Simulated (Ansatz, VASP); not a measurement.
## WC in VASP and in Ansatz

INCAR

```
PREC     = Accurate       # precision mode
ENCUT    = 520            # plane-wave cutoff, eV
EDIFF    = 1E-6           # SCF threshold, eV
ISMEAR   = 0              # smearing method
SIGMA    = 0.15           # smearing width, eV
LREAL    = F              # projectors in reciprocal space
LASPH    = T              # aspherical terms in the spheres
NELM     = 60             # most SCF steps
ALGO     = Normal         # electronic algorithm
ISIF     = 2              # what is computed and relaxed
LWAVE    = F              # write WAVECAR
LCHARG   = F              # write CHGCAR
GGA      = PE             # functional
NBANDS   = 26             # bands
```

File KPOINTS:

```
Automatic mesh
0
Gamma
  14 14 14
```

File POSCAR:

```
WC
1.0
    2.9217716511      0.0000000000      0.0000000000
    1.4608858255     -2.5303284739     -2.8470758830
    1.4608858255      2.5303284739     -2.8470758830
W C
2 2
Direct
    0.5000000000      0.5000000000      0.5000000000
    0.0000000000      0.0000000000      0.0000000000
    0.7500000000      0.5833333333      0.9166666667
    0.2500000000      0.0833333333      0.4166666667
```

Input for Ansatz:

```yaml
crystal:
  lattice:
    - [2.9217716511, 0.0, 0.0]
    - [1.4608858255, -2.5303284739, -2.847075883]
    - [1.4608858255, 2.5303284739, -2.847075883]
  atoms:
    - { symbol: W, position: [0.5, 0.5, 0.5] }
    - { symbol: W, position: [0.0, 0.0, 0.0] }
    - { symbol: C, position: [0.75, 0.5833333333, 0.9166666667] }
    - { symbol: C, position: [0.25, 0.0833333333, 0.4166666667] }
basis:
  ecutwfc: 420
kpoints:
  mp_grid: { grid: [14, 14, 14] }
hamiltonian:
  xc: pbe
scf:
  occupations: { method: gaussian, width: 0.15 }
output:
  forces: true
  stress: true
  eigenvalues: true
```

Alike in both runs: task single point; functional PBE; k mesh 14 × 14 × 14; occupations gaussian, width 0.15 eV; no spin polarisation.

```csv
,VASP,Ansatz
version,VASP 6.6.1,Ansatz 0.2.0
potentials or method,"VASP PAW PBE potentials, release 64 (W_sv, C), cutoff 520 eV","scalar-relativistic, plane waves, PAW"
valence electrons in the cell,36,36
```

```tsv
	VASP	Ansatz	Ansatz less VASP
gap on the k mesh at the Fermi level (eV)	none	none	-
pressure (GPa)	1.1	0.0	-1.06
traceless stress, the component that is largest in VASP (GPa)	-0.07	0.03	+0.101
```

A gap of «none» marks a metal or a gap that the smearing closes.

Spin-orbit coupling is off throughout.
